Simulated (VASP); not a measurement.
# Cd (P6_3/mmc) in VASP: a series of runs

The runs below take Cd through single point, with PBEsol.

All numbers are computed with VASP 6.6.1; they aren't measurements. Logs are shortened: lines on timing, memory, paths and dates and some standing lists are left out, and cuts for length are marked.

**1. The cell of the first run**

Symmetry: P6_3/mmc, No. 194, hexagonal system. The conventional cell has a = 3.075 Å, b = 3.075 Å, c = 9.432 Å, α = 90.00°, β = 90.00°, γ = 120.00°. Within 3.9 Å of Cd (site symmetry -3m) lie 12 Cd at 2.95 to 3.08 Å. Within 3.9 Å of Cd (site symmetry -6m2) lie 12 Cd at 2.95 to 3.08 Å.

**2. Single point, PBEsol (strained)**

Contents of INCAR:

```
PREC = Accurate
ENCUT = 520
EDIFF = 1E-6
ISMEAR = 0
SIGMA = 0.1
LREAL = F
LASPH = T
NELM = 60
ALGO = Fast
ISIF = 2
LWAVE = F
LCHARG = F
GGA = PS
NBANDS = 32
```

Contents of KPOINTS:

```
Automatic mesh
0
Gamma
  15 15 4
```

Contents of POSCAR:

```
Cd
1.0
    3.0754062212      0.0000000000      0.0000000000
   -1.5377031106      2.6633799145      0.0000000000
    0.0000000000      0.0000000000      9.4324111256
Cd
4
Direct
    0.0000000000      0.0000000000      0.0000000000
    0.3333333300      0.6666666700      0.2500000000
    0.0000000000      0.0000000000      0.5000000000
    0.6666666700      0.3333333300      0.7500000000
```

Potentials or basis: VASP PAW PBE potentials, release 64 (Cd).

The run is started by

```
$ cat potpaw_PBE.64/Cd/POTCAR > POTCAR
$ mpirun -np 1 vasp_std > vasp.out
```

OUTCAR:

```text
PREC = Accurate
   ENCUT = 520
   EDIFF = 1E-6
   ISMEAR = 0
   LREAL = F
   LASPH = T
   NELM = 60
   ISIF = 2
   GGA = PS

 ion  position               nearest neighbor table
   1  0.000  0.000  0.000-   2 2.95   4 2.95   2 2.95   4 2.95   4 2.95   2 2.95
   2  0.333  0.667  0.250-   1 2.95   3 2.95   1 2.95   3 2.95   1 2.95   3 2.95
   3  0.000  0.000  0.500-   2 2.95   4 2.95   2 2.95   4 2.95   4 2.95   2 2.95
   4  0.667  0.333  0.750-   1 2.95   3 2.95   1 2.95   3 2.95   1 2.95   3 2.95

  LATTYP: Found a hexagonal cell.
 ALAT       =     3.0754062212
 C/A-ratio  =     3.0670456022

  Lattice vectors:

 A1 = (   3.0754062212,   0.0000000000,   0.0000000000)
 A2 = (  -1.5377031106,   2.6633799145,   0.0000000000)
 A3 = (   0.0000000000,   0.0000000000,   9.4324111256)

Analysis of symmetry for initial positions (statically):
=====================================================================
 Subroutine PRICEL returns:
 Original cell was already a primitive cell.

 Routine SETGRP: Setting up the symmetry group for a
 hexagonal supercell.

 Subroutine GETGRP returns: Found 24 space group operations
 (whereof 12 operations were pure point group operations)
 out of a pool of 24 trial point group operations.

The static configuration has the point symmetry D_3d.
 The point group associated with its full space group is D_6h.

Analysis of symmetry for dynamics (positions and initial velocities):
=====================================================================
 Subroutine PRICEL returns:
 Original cell was already a primitive cell.

 Routine SETGRP: Setting up the symmetry group for a
 hexagonal supercell.

 Subroutine GETGRP returns: Found 24 space group operations
 (whereof 12 operations were pure point group operations)
 out of a pool of 24 trial point group operations.

The dynamic configuration has the point symmetry D_3d.
 The point group associated with its full space group is D_6h.

 Subroutine INISYM returns: Found 24 space group operations
 (whereof 12 operations are pure point group operations),
 and found     1 'primitive' translations

----------------------------------------------------------------------------------------

                                     Primitive cell

  volume of cell :      77.2606

  direct lattice vectors                    reciprocal lattice vectors
     3.075406221  0.000000000  0.000000000     0.325160297  0.187731385  0.000000000
    -1.537703111  2.663379915  0.000000000     0.000000000  0.375462770  0.000000000
     0.000000000  0.000000000  9.432411126     0.000000000  0.000000000  0.106017431

  length of vectors
     3.075406221  3.075406221  9.432411126     0.375462770  0.375462770  0.106017431

  position of ions in fractional coordinates (direct lattice)
     0.000000000  0.000000000  0.000000000
     0.333333330  0.666666670  0.250000000
     0.000000000  0.000000000  0.500000000
     0.666666670  0.333333330  0.750000000

  ion indices of the primitive-cell ions
   primitive index   ion index
                 1           1
                 2           2
                 3           3
                 4           4

----------------------------------------------------------------------------------------

 KPOINTS: Automatic mesh

Automatic generation of k-mesh.
 Grid dimensions read from file:
 generate k-points for:   15   15    4

 Generating k-lattice:

  Cartesian coordinates                     Fractional coordinates (reciprocal lattice)
     0.021677353  0.012515426  0.000000000     0.066666667  0.000000000  0.000000000
     0.000000000  0.025030851  0.000000000     0.000000000  0.066666667  0.000000000
     0.000000000  0.000000000  0.026504358     0.000000000  0.000000000  0.250000000

  Length of vectors
     0.025030851  0.025030851  0.026504358

  Shift w.r.t. Gamma in fractional coordinates (k-lattice)
     0.000000000  0.000000000  0.000000000

 Subroutine IBZKPT returns following result:
 ===========================================

 Found     81 irreducible k-points:

 Following reciprocal coordinates:
            Coordinates               Weight
  0.000000  0.000000  0.000000      1.000000
  0.066667  0.000000  0.000000      6.000000
  0.133333  0.000000  0.000000      6.000000
  0.200000  0.000000  0.000000      6.000000
  0.266667  0.000000  0.000000      6.000000
  0.333333  0.000000  0.000000      6.000000
[... 16 lines left out ...]
  0.333333  0.200000  0.000000     12.000000
  0.400000  0.200000  0.000000      6.000000
 [... further k-points ...]
   k-points           NKPTS =     81   k-points in BZ     NKDIM =     81   number of bands    NBANDS=     32
   number of dos      NEDOS =    301   number of ions     NIONS =      4
   total plane-waves  NPLWV =  40320
   dimension x,y,z NGX =    24 NGY =   24 NGZ =   70
   dimension x,y,z NGXF=    48 NGYF=   48 NGZF=  140
   ions per type =               4
   NGX,Y,Z   is equivalent  to a cutoff of  12.97, 12.97, 12.34 a.u.
   NGXF,Y,Z  is equivalent  to a cutoff of  25.95, 25.95, 24.67 a.u.
 SYSTEM =  unknown system
   PREC   = accura    normal or accurate (medium, high low for compatibility)
   ISTART =      0    job   : 0-new  1-cont  2-samecut
   ICHARG =      2    charge: 1-file 2-atom 10-const
   ISPIN  =      1    spin polarized calculation?
   LNONCOLLINEAR =      F non collinear calculations
   LSORBIT =      F    spin-orbit coupling
   LASPH  =      T    aspherical Exc in radial PAW
   ENCUT  =  520.0 eV  38.22 Ry    6.18 a.u.   5.72  5.72 17.54*2*pi/ulx,y,z
   NELM   =     60;   NELMIN=  2; NELMDL= -5     # of ELM steps
   EDIFF  = 0.1E-05   stopping-criterion for ELM
   LREAL  =      F    real-space projection
[... 7 lines left out ...]
   TEBEG  =    0.0;   TEEND  =   0.0 temperature during run
   PSTRESS=    0.0 pullay stress
   NELECT =      48.0000    total number of electrons
   NUPDOWN=      -1.0000    fix difference up-down
   EMIN   =  10.00;   EMAX   =-10.00  energy-range for DOS
   EFERMI =   0.00;   METHOD = LEGACY
   ISMEAR =     0;   SIGMA  =   0.10  broadening in eV -4-tet -1-fermi 0-gaus
   EFERMI_NEDOS =   21; number of points for ismear=-14 and -15
   IALGO  =     68    algorithm
   IMIX   =      4    mixing-type and parameters
     AMIX     =   0.40;   BMIX     =  1.00
     AMIX_MAG =   1.60;   BMIX_MAG =  1.00
  volume/ion in A,a.u.               =      19.32       130.35
  Fermi-wavevector in a.u.,A,eV,Ry     =   1.396912  2.639781 26.549918  1.951364
  Thomas-Fermi vector in A             =   2.520220
   LORBIT       =      0    0 simple, 1 ext, 2 COOP (PROOUT), +10 PAW based schemes
   GGA     = PS    functional components
   LHFCALC =     F    Hartree Fock is set to
   AEXX    =    0.0000 exact exchange contribution
   IVDW    =     0    specifies the selected vdW correction
   LEPSILON=     F    determine dielectric tensor
   LRPA    =     F    only Hartree local field effects (RPA)
 non-spin polarized calculation
 RMM-DIIS sequential band-by-band and
 Gauss-broadening in eV      SIGMA  =   0.10
  energy-cutoff  :      520.00
  volume of cell :       77.26
 maximum number of plane-waves:      2098
 NGX is ok and might be reduce to    24
   NGX = 11   NGY = 11   NGZ = 35

 number of electron      48.0000008 magnetization

 Free energy of the ion-electron system (eV)
  ---------------------------------------------------
  ext. energy  EPLUGINS =         0.00000000
  ---------------------------------------------------
  free energy    TOTEN  =        -4.60774955 eV

  energy without entropy =       -4.60075644  energy(sigma->0) =       -4.60425300

 E-fermi :   3.7403     XC(G=0): -11.8287

 val. band max:        3.7355553890   @ k =   0.1333   0.0667   0.0000
 cond. band min:       3.7462376354   @ k =   0.4000   0.0667   0.2500
 fundamental gap:      0.0106822464
 Fermi energy:         3.7402590183

 k-point     1 :       0.0000    0.0000    0.0000
  band No.  band energies     occupation
      1      -6.5616      2.00000
      2      -6.2058      2.00000
      3      -6.1580      2.00000
      4      -6.1264      2.00000
      5      -5.9283      2.00000
      6      -5.9283      2.00000
[... 24 lines left out ...]
     31      17.0081      0.00000
     32      17.4731      0.00000

 k-point     2 :       0.0667    0.0000    0.0000
  band No.  band energies     occupation
      1      -6.5257      2.00000
      2      -6.1341      2.00000
      3      -6.1167      2.00000
      4      -6.0887      2.00000
      5      -5.9412      2.00000
      6      -5.9253      2.00000
[... 24 lines left out ...]
     31      16.1694      0.00000
     32      16.2770      0.00000

 k-point     3 :       0.1333    0.0000    0.0000
  band No.  band energies     occupation
      1      -6.4397      2.00000
      2      -6.1184      2.00000
      3      -6.0402      2.00000
      4      -6.0110      2.00000
      5      -5.9452      2.00000
      6      -5.9235      2.00000
[... 24 lines left out ...]
     31      14.1444      0.00000
     32      15.9194      0.00000

 k-point     4 :       0.2000    0.0000    0.0000
  band No.  band energies     occupation
      1      -6.3874      2.00000
      2      -6.2025      2.00000
      3      -6.0880      2.00000
      4      -6.0157      2.00000
      5      -5.9952      2.00000
      6      -5.9512      2.00000
[... 24 lines left out ...]
     31      12.9304      0.00000
     32      15.2050      0.00000

 k-point     5 :       0.2667    0.0000    0.0000
  band No.  band energies     occupation
      1      -6.4407      2.00000
      2      -6.3355      2.00000
      3      -6.2393      2.00000
      4      -6.1559      2.00000
      5      -6.0640      2.00000
      6      -5.8695      2.00000
[... 584 lines left out ...]
     31       9.4293      0.00000
     32      13.3894      0.00000

 k-point    22 :       0.2667    0.2000    0.0000
  band No.  band energies     occupation
      1      -6.4141      2.00000
      2      -6.4077      2.00000
      3      -6.2763      2.00000
      4      -6.2184      2.00000
      5      -6.0653      2.00000
      6      -6.0100      2.00000
[... 24 lines left out ...]
     31       8.6469      0.00000
     32      12.0621      0.00000

 k-point    23 :       0.3333    0.2000    0.0000
  band No.  band energies     occupation
      1      -6.4881      2.00000
      2      -6.4357      2.00000
      3      -6.3210      2.00000
      4      -6.2371      2.00000
      5      -6.0423      2.00000
      6      -6.0250      2.00000
[... 24 lines left out ...]
     31       8.3670      0.00000
     32      10.2784      0.00000

 k-point    24 :       0.4000    0.2000    0.0000
  band No.  band energies     occupation
      1      -6.5165      2.00000
      2      -6.4457      2.00000
      3      -6.3372      2.00000
      4      -6.2319      2.00000
      5      -6.0770      2.00000
      6      -6.0206      2.00000
[... 24 lines left out ...]
     31       8.6188      0.00000
     32       8.9426      0.00000

 [... further k-points ...]

------------------------ aborting loop because EDIFF is reached ----------------------------------------

  FORCE on cell =-STRESS in cart. coord.  units (eV):
  Direction    XX          YY          ZZ          XY          YZ          ZX
  --------------------------------------------------------------------------------------
  -------------------------------------------------------------------------------------
  Total        2.7641290      2.7641290      3.5440726      0.0000000      0.0000000      0.0000000
  in kB       57.3205780     57.3205780     73.4945034      0.0000000      0.0000000      0.0000000
  external PRESSURE =      62.7118865 kB  Pullay stress =       0.0000000 kB

 VOLUME and BASIS-vectors are now :
 -----------------------------------------------------------------------------
  energy-cutoff  :      520.00
  volume of cell :       77.26
      direct lattice vectors                 reciprocal lattice vectors
     3.075406221  0.000000000  0.000000000     0.325160297  0.187731385  0.000000000
    -1.537703111  2.663379915  0.000000000     0.000000000  0.375462770  0.000000000
     0.000000000  0.000000000  9.432411126     0.000000000  0.000000000  0.106017431

 POSITION                                       TOTAL-FORCE (eV/Angst)
 -----------------------------------------------------------------------------------
      0.00000      0.00000      0.00000         0.000000      0.000000     -0.000000
     -0.00000      1.77559      2.35810        -0.000000      0.000000     -0.000000
      0.00000      0.00000      4.71621         0.000000      0.000000     -0.000000
      1.53770      0.88779      7.07431         0.000000     -0.000000      0.000000
 -----------------------------------------------------------------------------------
    total drift:                                0.000000      0.000000      0.000000

  FREE ENERGIE OF THE ION-ELECTRON SYSTEM (eV)
  ---------------------------------------------------
  free  energy   TOTEN  =        -4.6077495510 eV

  energy  without entropy=       -4.6007564405  energy(sigma->0) =       -4.60425300
```

Wall time 2.4 min (1 thread of Intel Xeon Platinum 8175M at 2.50GHz (Skylake/Cascade Lake), shared host); peak memory 0.28 GiB.

What came out:

```yaml
Free_energy: -4.6077 eV
Pressure: 6.3 GPa
Band_gap_on_the_k_mesh: zero (bands 24 and 25 overlap by 1.80 eV)
```

Stress tensor (GPa, compression positive):
```
5.73 0.00 0.00
0.00 5.73 0.00
0.00 0.00 7.35
```

Levels at points of the mesh, in eV from the Fermi level:
| k point | band 20 | band 21 | band 22 | band 23 | band 24 | band 25 | band 26 | band 27 | band 28 | band 29 |
| --- | --- | --- | --- | --- | --- | --- | --- | --- | --- | --- |
| (0.00, 0.00, 0.00) | -8.50 | -8.50 | -7.80 | -7.78 | -2.61 | -0.40 | 8.03 | 8.03 | 12.49 | 12.49 |
| (0.00, 0.00, 0.50) | -8.62 | -8.62 | -8.62 | -5.23 | -5.23 | 3.04 | 3.04 | 12.87 | 12.87 | 12.87 |

Caveat: the cell differs from its parent crystal (strained); the cell stands under pressure; the PAW data sets were made with another functional, which shifts forces and pressure a little.

**3. Single point, PBEsol (strained)**

Contents of INCAR:

```
SYSTEM = Cd
ALGO     = Fast           ! electronic algorithm
EDIFF    = 1E-6           ! SCF threshold, eV
ENCUT    = 520            ! plane-wave cutoff, eV
GGA      = PS             ! functional
ISIF     = 2              ! what is computed and relaxed
ISMEAR   = 0              ! smearing method
LASPH    = .True.         ! aspherical terms in the spheres
LCHARG   = .False.        ! write CHGCAR
LREAL    = .False.        ! projectors in reciprocal space
LWAVE    = .False.        ! write WAVECAR
NBANDS   = 32             ! bands
NELM     = 80             ! most SCF steps
PREC     = Accurate       ! precision mode
SIGMA    = 0.1            ! smearing width, eV
```

Contents of KPOINTS:

```
k-points
0
Gamma
  15 15 4
  0 0 0
```

Contents of POSCAR:

```
Cd
1.0
    3.1917364950      0.0000000000      0.0000000000
   -1.5958682475      2.7641248869      0.0000000000
    0.0000000000      0.0000000000     10.4505553602
Cd
4
Direct
    0.0000000000      0.0000000000      0.0000000000
    0.3333333300      0.6666666700      0.2500000000
    0.0000000000      0.0000000000      0.5000000000
    0.6666666700      0.3333333300      0.7500000000
```

Potentials or basis: VASP PAW PBE potentials, release 64 (Cd).

The run is started by

```
$ cat potpaw_PBE.64/Cd/POTCAR > POTCAR
$ mpirun -np 1 vasp_std > vasp.out
```

It took 3.2 min on 1 thread of Intel Xeon Platinum 8175M at 2.50GHz (Skylake/Cascade Lake), shared host; peak memory 0.32 GiB.

It converged, with:

```yaml
Free_energy: -4.6133 eV
Pressure: -4.0 GPa
Band_gap_on_the_k_mesh: zero (bands 24 and 25 overlap by 2.80 eV)
```

Stress tensor (GPa, compression positive):
```
-3.95  0.00  0.00
 0.00 -3.95  0.00
 0.00  0.00 -4.17
```

Levels at points of the mesh, in eV from the Fermi level:
```tsv
k point	band 21	band 22	band 23	band 24	band 25	band 26	band 27	band 28
(0.00, 0.00, 0.00)	-8.26	-6.82	-6.80	-2.20	-1.50	5.89	5.89	11.98
(0.00, 0.00, 0.50)	-8.07	-8.07	-4.73	-4.73	1.73	1.73	10.49	10.49
```

Caveat: the cell differs from its parent crystal (strained); the cell stands under tension; the PAW data sets were made with another functional, which shifts forces and pressure a little.

**4. Single point, PBEsol (strained)**

Contents of INCAR:

```
SYSTEM = Cd
ALGO = Normal
EDIFF = 1E-6
ENCUT = 540
GGA = PS
GGA_COMPAT = .False.
ISIF = 2
ISMEAR = 0
LASPH = .True.
LCHARG = .False.
LREAL = .False.
LWAVE = .False.
NBANDS = 48
NELM = 120
PREC = Accurate
SIGMA = 0.1
```

KPOINTS is that of step 3.

Contents of POSCAR:

```
Cd
1.0
    2.8873786395      0.0000000000      0.0000000000
   -1.4436893198      2.5005432522      0.0000000000
    0.0000000000      0.0000000000     10.6758592786
Cd
4
Direct
    0.0000000000      0.0000000000      0.0000000000
    0.3333333300      0.6666666700      0.2500000000
    0.0000000000      0.0000000000      0.5000000000
    0.6666666700      0.3333333300      0.7500000000
```

Potentials or basis: VASP PAW PBE potentials, release 64 (Cd_sv_GW).

The run is started by

```
$ cat potpaw_PBE.64/Cd_sv_GW/POTCAR > POTCAR
$ mpirun -np 1 vasp_std > vasp.out
```

It took 2.5 min on 1 thread of Intel Xeon Platinum 8488C (Sapphire Rapids), shared host; peak memory 0.39 GiB.

It converged, with:

| Property | Result |
| --- | --- |
| Free energy | -4.8730 eV |
| Pressure | 4.1 GPa |
| Band gap on the k mesh | zero (bands 40 and 41 overlap by 4.47 eV) |

Stress tensor (GPa, compression positive):
```
3.96 0.00 0.00
0.00 3.96 0.00
0.00 0.00 4.36
```

Levels at points of the mesh, in eV from the Fermi level:
| k point | band 36 | band 37 | band 38 | band 39 | band 40 | band 41 | band 42 | band 43 | band 44 | band 45 |
| --- | --- | --- | --- | --- | --- | --- | --- | --- | --- | --- |
| (0.00, 0.00, 0.00) | -8.62 | -8.62 | -8.13 | -8.13 | -3.66 | -2.81 | 4.24 | 4.24 | 11.26 | 13.61 |
| (0.00, 0.00, 0.50) | -8.67 | -8.67 | -8.67 | -6.08 | -6.08 | 0.26 | 0.26 | 8.47 | 8.47 | 13.78 |

Caveat: the cell differs from its parent crystal (strained); the cell stands under pressure; the PAW data sets were made with another functional, which shifts forces and pressure a little.

**5. Summary**

```tsv
potentials or basis	cell	cutoff (eV)	gap on the mesh (eV)	pressure (GPa)
VASP PAW PBE potentials, release 64 (Cd)	a = 3.075, b = 3.075, c = 9.432 Å, angles 90.0, 90.0, 120.0°, 4 atoms	520	none	6.3
VASP PAW PBE potentials, release 64 (Cd)	a = 3.192, b = 3.192, c = 10.451 Å, angles 90.0, 90.0, 120.0°, 4 atoms	520	none	-4.0
VASP PAW PBE potentials, release 64 (Cd_sv_GW)	a = 2.887, b = 2.887, c = 10.676 Å, angles 90.0, 90.0, 120.0°, 4 atoms	540	none	4.1
```

Alike in all rows: task single point; level PBEsol; no spin polarisation; k mesh 15 × 15 × 4; smearing gaussian 0.1 eV.

Caveats: the PAW data sets were made with another functional, which shifts forces and pressure a little; the cell stands under pressure (at least some runs); the cell stands under tension (at least some runs).

Absolute energies hang on the potentials; compare differences alone.
